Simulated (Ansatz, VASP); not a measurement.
# GaP: VASP beside Ansatz

```xyz
2
Lattice="0.0000 2.0691 2.0691 2.0691 0.0000 2.0691 2.0691 2.0691 0.0000" Properties=species:S:1:pos:R:3 pbc="T T T"
Ga    0.0000    0.0000    0.0000
P     2.0691    2.0691    2.0691
```

Change from the starting cell: volume scaled by 0.55, crystal datasets.

Alike in both runs: task single point; functional LDA; k mesh 14 × 14 × 14; occupations fermi-dirac, width 0.1 eV; no spin polarisation.

```csv
,VASP,Ansatz
version,VASP 6.6.1,Ansatz 0.2.0
potentials or method,"VASP PAW LDA potentials, release 64 (Ga_d, P), cutoff 500 eV","all-electron PAW with datasets made for the crystal, scalar-relativistic"
```

```tsv
	VASP	Ansatz	Ansatz less VASP
pressure (GPa)	230.5	229.4	-1.15
```

LDA's correlation is that of Perdew and Zunger in VASP and of Perdew and Wang (1992) in Ansatz. Both programs put the cell under a high pressure, so it lies far from rest at this level. Ansatz ran all-electron here, and VASP with PAW potentials.

Noted on VASP's run: the cell as given lies far from equilibrium.
